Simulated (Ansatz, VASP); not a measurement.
# Ni: VASP beside Ansatz

Contents of POSCAR:

```
Ni
1.0
    0.0000000000      1.7380692641      1.7380692641
    1.7380692641      0.0000000000      1.7380692641
    1.7380692641      1.7380692641      0.0000000000
Ni
1
Direct
    0.0000000000      0.0000000000      0.0000000000
```

Contents of INCAR.step1:

```
SYSTEM = Ni
ALGO = Normal ; EDIFF = 1E-4
ENCUT = 520 ; GGA = PE
ISMEAR = 1 ; ISPIN = 2
LASPH = .True. ; LCHARG = .False.
LMAXMIX = 4 ; LREAL = .False.
LWAVE = .True. ; MAGMOM = 0.807
NBANDS = 15 ; NELM = 150
PREC = Accurate ; SIGMA = 1.0
```

Contents of INCAR.step2:

```
SYSTEM = Ni
ALGO = Normal ; EDIFF = 1E-6
ENCUT = 520 ; ISIF = 2
ISMEAR = 1 ; ISPIN = 2
ISTART = 1 ; LASPH = .True.
LCHARG = .False. ; LMAXMIX = 4
LMIXTAU = .True. ; LORBIT = 11
LREAL = .False. ; LWAVE = .False.
MAGMOM = 0.807 ; METAGGA = R2SCAN
NBANDS = 15 ; NELM = 150
PREC = Accurate ; SIGMA = 1.0
```

The input KPOINTS:

```
k-points
0
Gamma
  15 15 15
  0 0 0
```

Input for Ansatz:

```yaml
crystal:
  lattice:
    - [0.0, 1.7380692641, 1.7380692641]
    - [1.7380692641, 0.0, 1.7380692641]
    - [1.7380692641, 1.7380692641, 0.0]
  atoms:
    - { symbol: Ni, position: [0.0, 0.0, 0.0], spin: 0.807 }
hamiltonian:
  xc: r2scan
  pseudopotentials:
    kind: paw
    azcp:
      Ni: "pseudopotentials/Ni.paw.azcp"
basis:
  ecutwfc: 500
  fft_grid_basis: typed
kpoints:
  mp_grid: { grid: [15, 15, 15], shift: [0, 0, 0] }
magnetization:
  spin_polarized: true
scf:
  occupations: { method: methfessel_paxton, width: 1.0 }
  lower_state_search: "off"
output:
  stress: true
  write_density: true
  write_potential: true
  elf: true
  volumetric_format: npy
```

Alike in both runs: task single point; functional r2SCAN; k mesh 15 × 15 × 15; occupations methfessel-paxton of order 1, width 1 eV; collinear spin.

|  | VASP | Ansatz |
| --- | --- | --- |
| version | VASP 6.6.1 | Ansatz 0.2.0 |
| potentials or method | VASP PAW PBE potentials, release 64 (Ni), cutoff 520 eV | plane waves (500 eV) with PAW, scalar-relativistic |
| valence electrons in the cell | 10 | 18 |

|  | VASP | Ansatz | Ansatz less VASP |
| --- | --- | --- | --- |
| pressure (GPa) | 0.5 | 0.3 | -0.22 |
| net moment per atom (μB) | 0.79 | 0.80 | +0.016 |
| size of the moment on the site where the two differ most (μB) | 0.81 | 0.88 | +0.069 |

VASP's potentials were made for PBE, not for r2SCAN. Site moments also hang on the region over which each program counts them. With one functional, cell and mesh, what is left measures potentials, basis and numerics. VASP's potentials hold 10 valence electrons a cell and Ansatz's 18, so a difference there can come from the potentials and not from the codes. Ansatz's warnings: stability check not made.
